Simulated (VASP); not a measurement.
# BaTiO3 (P4/mmm) in VASP: a series of runs

Runs on BaTiO3. Level: PBEsol. Tasks: electric field gradients.

Program: VASP 6.6.1. These are calculated values, not measurements. Logs are shortened: lines on timing, memory, paths and dates and some standing lists are left out, and cuts for length are marked.

## (1) The cell of the first run

The structure is tetragonal, space group P4/mmm (No. 123). Conventional cell: a = 4.040 Å, b = 4.040 Å, c = 4.018 Å, α = 90.00°, β = 90.00°, γ = 90.00°. Ba (site symmetry 4/mmm) has 12 O at 2.85 to 2.86 Å and 8 Ti at 3.49 Å within 3.8 Å. Within 2.7 Å of Ti (site symmetry 4/mmm) lie 6 O at 2.01 to 2.02 Å. O (site symmetry 4/mmm) has 2 Ti at 2.01 Å within 2.7 Å. Within 2.7 Å of O (site symmetry mmm) lie 2 Ti at 2.02 Å.

## (2) Electric field gradients, PBEsol (equal xx and yy strain of +1 %)

The input, INCAR:

```
SYSTEM = BaTiO3
PREC     = Accurate       ! precision mode
ENCUT    = 520            ! plane-wave cutoff, eV
EDIFF    = 1E-8           ! SCF threshold, eV
ISMEAR   = -1             ! smearing method
SIGMA    = 0.03           ! smearing width, eV
LREAL    = .FALSE.        ! projectors in reciprocal space
LASPH    = .TRUE.         ! aspherical terms in the spheres
NELM     = 100            ! most SCF steps
ALGO     = Normal         ! electronic algorithm
ISIF     = 2              ! what is computed and relaxed
LWAVE    = .FALSE.        ! write WAVECAR
LCHARG   = .FALSE.        ! write CHGCAR
GGA      = PS             ! functional
LEFG     = .TRUE.       
NBANDS   = 28             ! bands
```

The input, KPOINTS:

```
regular mesh
0
G
  7 7 7
  0 0 0
```

The input, POSCAR:

```
BaTiO3
1.0
    4.0397980000      0.0000000000      0.0000000000
    0.0000000000      4.0397980000      0.0000000000
    0.0000000000      0.0000000000      4.0180000000
Ba Ti O
1 1 3
Direct
    0.0000000000      0.0000000000      0.0000000000
    0.5000000000      0.5000000000      0.5000000000
    0.5000000000      0.5000000000      0.0000000000
    0.5000000000      0.0000000000      0.5000000000
    0.0000000000      0.5000000000      0.5000000000
```

Potentials or basis: VASP PAW PBE potentials, release 64 (Ba_sv, Ti_sv, O).

The run is started by

```bash
$ cat potpaw_PBE.64/Ba_sv/POTCAR potpaw_PBE.64/Ti_sv/POTCAR potpaw_PBE.64/O/POTCAR > POTCAR
$ mpirun -np 1 vasp_std > vasp.out
```

OUTCAR:

```text
SYSTEM = BaTiO3
   PREC = Accurate
   ENCUT = 520
   EDIFF = 1E-8
   ISMEAR = -1
   LREAL = .FALSE.
   LASPH = .TRUE.
   NELM = 100
   ISIF = 2
   GGA = PS

 ion  position               nearest neighbor table
   1  0.000  0.000  0.000-   4 2.85   5 2.85   4 2.85   5 2.85   5 2.85   5 2.85   4 2.85   4 2.85
                             3 2.86   3 2.86   3 2.86   3 2.86   2 3.49   2 3.49   2 3.49   2 3.49
   2  0.500  0.500  0.500-   3 2.01   3 2.01   5 2.02   4 2.02   4 2.02   5 2.02   1 3.49   1 3.49
                             1 3.49   1 3.49   1 3.49   1 3.49   1 3.49   1 3.49
   3  0.500  0.500  0.000-   2 2.01   2 2.01   1 2.86   1 2.86   1 2.86   1 2.86
   4  0.500  0.000  0.500-   2 2.02   2 2.02   1 2.85   1 2.85   1 2.85   1 2.85
   5  0.000  0.500  0.500-   2 2.02   2 2.02   1 2.85   1 2.85   1 2.85   1 2.85

  LATTYP: Found a simple tetragonal cell.
 ALAT       =     4.0397980000
 C/A-ratio  =     0.9946041857

  Lattice vectors:

 A1 = (   4.0397980000,   0.0000000000,   0.0000000000)
 A2 = (   0.0000000000,   4.0397980000,   0.0000000000)
 A3 = (   0.0000000000,   0.0000000000,   4.0180000000)

Analysis of symmetry for initial positions (statically):
=====================================================================
 Subroutine PRICEL returns:
 Original cell was already a primitive cell.

 Routine SETGRP: Setting up the symmetry group for a
 simple tetragonal supercell.

 Subroutine GETGRP returns: Found 16 space group operations
 (whereof 16 operations were pure point group operations)
 out of a pool of 16 trial point group operations.

The static configuration has the point symmetry D_4h.

Analysis of symmetry for dynamics (positions and initial velocities):
=====================================================================
 Subroutine PRICEL returns:
 Original cell was already a primitive cell.

 Routine SETGRP: Setting up the symmetry group for a
 simple tetragonal supercell.

 Subroutine GETGRP returns: Found 16 space group operations
 (whereof 16 operations were pure point group operations)
 out of a pool of 16 trial point group operations.

The dynamic configuration has the point symmetry D_4h.

 Subroutine INISYM returns: Found 16 space group operations
 (whereof 16 operations are pure point group operations),
 and found     1 'primitive' translations

----------------------------------------------------------------------------------------

                                     Primitive cell

  volume of cell :      65.5736

  direct lattice vectors                    reciprocal lattice vectors
     4.039798000  0.000000000  0.000000000     0.247537129  0.000000000  0.000000000
     0.000000000  4.039798000  0.000000000     0.000000000  0.247537129  0.000000000
     0.000000000  0.000000000  4.018000000     0.000000000  0.000000000  0.248880040

  length of vectors
     4.039798000  4.039798000  4.018000000     0.247537129  0.247537129  0.248880040

  position of ions in fractional coordinates (direct lattice)
     0.000000000  0.000000000  0.000000000
     0.500000000  0.500000000  0.500000000
     0.500000000  0.500000000  0.000000000
     0.500000000  0.000000000  0.500000000
     0.000000000  0.500000000  0.500000000

  ion indices of the primitive-cell ions
   primitive index   ion index
                 1           1
                 2           2
                 3           3
                 4           4
                 5           5

----------------------------------------------------------------------------------------

 KPOINTS: regular mesh

Automatic generation of k-mesh.
 Grid dimensions read from file:
 generate k-points for:    7    7    7

 Generating k-lattice:
[... 50 lines left out ...]
   NGX,Y,Z   is equivalent  to a cutoff of  12.35, 12.35, 12.41 a.u.
   NGXF,Y,Z  is equivalent  to a cutoff of  24.69, 24.69, 24.83 a.u.
 SYSTEM =  BaTiO3
   PREC   = accura    normal or accurate (medium, high low for compatibility)
   ISTART =      0    job   : 0-new  1-cont  2-samecut
   ICHARG =      2    charge: 1-file 2-atom 10-const
   ISPIN  =      1    spin polarized calculation?
   LNONCOLLINEAR =      F non collinear calculations
   LSORBIT =      F    spin-orbit coupling
   LASPH  =      T    aspherical Exc in radial PAW
   ENCUT  =  520.0 eV  38.22 Ry    6.18 a.u.   7.51  7.51  7.47*2*pi/ulx,y,z
   NELM   =    100;   NELMIN=  2; NELMDL= -5     # of ELM steps
   EDIFF  = 0.1E-07   stopping-criterion for ELM
   LREAL  =      F    real-space projection
   EDIFFG = 0.1E-06   stopping-criterion for IOM
   NSW    =      0    number of steps for IOM
   IBRION =     -1    ionic relax: 0-MD 1-quasi-New 2-CG
   NFREE  =      0    steps in history (QN), initial steepest desc. (CG)
   ISIF   =      2    stress and relaxation
   ISYM   =      2    0-nonsym 1-usesym 2-fastsym
   POTIM  = 0.5000    time-step for ionic-motion
   TEBEG  =    0.0;   TEEND  =   0.0 temperature during run
   PSTRESS=    0.0 pullay stress
   NELECT =      40.0000    total number of electrons
   NUPDOWN=      -1.0000    fix difference up-down
   EMIN   =  10.00;   EMAX   =-10.00  energy-range for DOS
   EFERMI =   0.00;   METHOD = LEGACY
   ISMEAR =    -1;   SIGMA  =   0.03  broadening in eV -4-tet -1-fermi 0-gaus
   EFERMI_NEDOS =   21; number of points for ismear=-14 and -15
   IALGO  =     38    algorithm
   IMIX   =      4    mixing-type and parameters
     AMIX     =   0.40;   BMIX     =  1.00
     AMIX_MAG =   1.60;   BMIX_MAG =  1.00
  volume/ion in A,a.u.               =      13.11        88.50
  Fermi-wavevector in a.u.,A,eV,Ry     =   1.388412  2.623719 26.227793  1.927688
  Thomas-Fermi vector in A             =   2.512541
   LORBIT       =      0    0 simple, 1 ext, 2 COOP (PROOUT), +10 PAW based schemes
   GGA     = PS    functional components
   LHFCALC =     F    Hartree Fock is set to
   AEXX    =    0.0000 exact exchange contribution
   IVDW    =     0    specifies the selected vdW correction
   LEPSILON=     F    determine dielectric tensor
   LRPA    =     F    only Hartree local field effects (RPA)
 non-spin polarized calculation
  energy-cutoff  :      520.00
  volume of cell :       65.57
 maximum number of plane-waves:      1791
 NGX is ok and might be reduce to    30
   NGX = 15   NGY = 15   NGZ = 15

 number of electron      39.9999977 magnetization

 Free energy of the ion-electron system (eV)
  ---------------------------------------------------
  ext. energy  EPLUGINS =         0.00000000
  ---------------------------------------------------
  free energy    TOTEN  =       -41.93897868 eV

  energy without entropy =      -41.93897868  energy(sigma->0) =      -41.93897868

 E-fermi :   4.3064     XC(G=0): -11.3999

 val. band max:        3.4596610879   @ k =   0.4286   0.4286   0.4286
 cond. band min:       5.1692482440   @ k =   0.0000   0.0000   0.0000
 fundamental gap:      1.7095871561
 Fermi energy:         4.3064089148

 k-point     1 :       0.0000    0.0000    0.0000
  band No.  band energies     occupation
      1     -52.9451      2.00000
      2     -29.2575      2.00000
      3     -29.2555      2.00000
      4     -29.2555      2.00000
      5     -21.2911      2.00000
      6     -13.2457      2.00000
[... 733 lines left out ...]
     27      11.7909      0.00000
     28      12.1895      0.00000

 [... further k-points ...]

------------------------ aborting loop because EDIFF is reached ----------------------------------------

  FORCE on cell =-STRESS in cart. coord.  units (eV):
  Direction    XX          YY          ZZ          XY          YZ          ZX
  --------------------------------------------------------------------------------------
  -------------------------------------------------------------------------------------
  Total       -2.5581306     -2.5581306     -2.1767608      0.0000000      0.0000000      0.0000000
  in kB      -62.5034614    -62.5034614    -53.1853551      0.0000000      0.0000000      0.0000000
  external PRESSURE =     -59.3974260 kB  Pullay stress =       0.0000000 kB

 VOLUME and BASIS-vectors are now :
 -----------------------------------------------------------------------------
  energy-cutoff  :      520.00
  volume of cell :       65.57
      direct lattice vectors                 reciprocal lattice vectors
     4.039798000  0.000000000  0.000000000     0.247537129  0.000000000  0.000000000
     0.000000000  4.039798000  0.000000000     0.000000000  0.247537129  0.000000000
     0.000000000  0.000000000  4.018000000     0.000000000  0.000000000  0.248880040

 POSITION                                       TOTAL-FORCE (eV/Angst)
 -----------------------------------------------------------------------------------
      0.00000      0.00000      0.00000         0.000000      0.000000      0.000000
      2.01990      2.01990      2.00900         0.000000      0.000000      0.000000
      2.01990      2.01990      0.00000         0.000000      0.000000      0.000000
      2.01990      0.00000      2.00900         0.000000      0.000000      0.000000
      0.00000      2.01990      2.00900         0.000000      0.000000      0.000000
 -----------------------------------------------------------------------------------
    total drift:                                0.000000      0.000000     -0.000000

  FREE ENERGIE OF THE ION-ELECTRON SYSTEM (eV)
  ---------------------------------------------------
  free  energy   TOTEN  =       -41.9389786833 eV

  energy  without entropy=      -41.9389786833  energy(sigma->0) =      -41.93897868

 Electric field gradients (V/A^2)
---------------------------------------------------------------------
 ion       V_xx      V_yy      V_zz      V_xy      V_xz      V_yz
---------------------------------------------------------------------
   1       0.379     0.379    -0.759    -0.000     0.000    -0.000
   2       2.301     2.301    -4.601     0.000    -0.000    -0.000
   3     -11.549   -11.549    23.098     0.000     0.000     0.000
   4     -11.914    25.606   -13.692    -0.000     0.000     0.000
   5      25.606   -11.914   -13.692    -0.000     0.000    -0.000
---------------------------------------------------------------------

 Electric field gradients after diagonalization (V/A^2)
 (convention: |V_zz| > |V_xx| > |V_yy|)
----------------------------------------------------------------------
 ion       V_xx      V_yy      V_zz     asymmetry (V_yy - V_xx)/ V_zz
----------------------------------------------------------------------
   1       0.379     0.379    -0.759       0.000
   2       2.301     2.301    -4.601       0.000
   3     -11.549   -11.549    23.098       0.000
   4     -13.692   -11.914    25.606       0.069
   5     -13.692   -11.914    25.606       0.069
----------------------------------------------------------------------

           NMR quadrupolar parameters

 Cq : quadrupolar parameter    Cq=e*Q*V_zz/h
 eta: asymmetry parameters     (V_yy - V_xx)/ V_zz
 Q  : nuclear electric quadrupole moment in mb (millibarn)
----------------------------------------------------------------------
 ion       Cq(MHz)       eta       Q (mb)
----------------------------------------------------------------------
   1      -0.002       0.000       1.000
   2      -0.011       0.000       1.000
   3       0.056       0.000       1.000
   4       0.062       0.069       1.000
   5       0.062       0.069       1.000
----------------------------------------------------------------------
```

It took 1.7 min on 1 thread of Intel Xeon Platinum 8488C (Sapphire Rapids), shared host; peak memory 0.22 GiB.

What came out:

| Property | Result |
| --- | --- |
| Free energy | -41.9390 eV |
| Pressure | -5.9 GPa |
| Band gap on the k mesh | 1.71 eV, indirect (least direct gap 1.81 eV) |

Levels at points of the mesh, in eV from the valence-band top:
| k point | band 17 | band 18 | band 19 | band 20 | band 21 | band 22 | band 23 | band 24 |
| --- | --- | --- | --- | --- | --- | --- | --- | --- |
| (0.00, 0.00, 0.00) | -1.00 | -0.11 | -0.11 | -0.10 | 1.71 | 1.72 | 1.72 | 3.82 |

Electric field gradients, principal values (V/Å²):
```csv
atom,least,middle,greatest (by size)
1 Ba,0.379,0.379,-0.759
2 Ti,2.301,2.301,-4.601
3 O,-11.549,-11.549,23.098
4 O,-11.914,-13.692,25.606
5 O,-11.914,-13.692,25.606
```

Caveat: the cell differs from its parent crystal (equal xx and yy strain of +1 %); without QUAD_EFG the Cq values of the log hold for a quadrupole moment of 1 mb, not for the nuclei; the PAW data sets were made with another functional, which shifts forces and pressure a little; spin-orbit coupling is left out, which moves the levels of the heavy elements. A k mesh can miss the band edges.

(Part 1 of 3 ends here.)
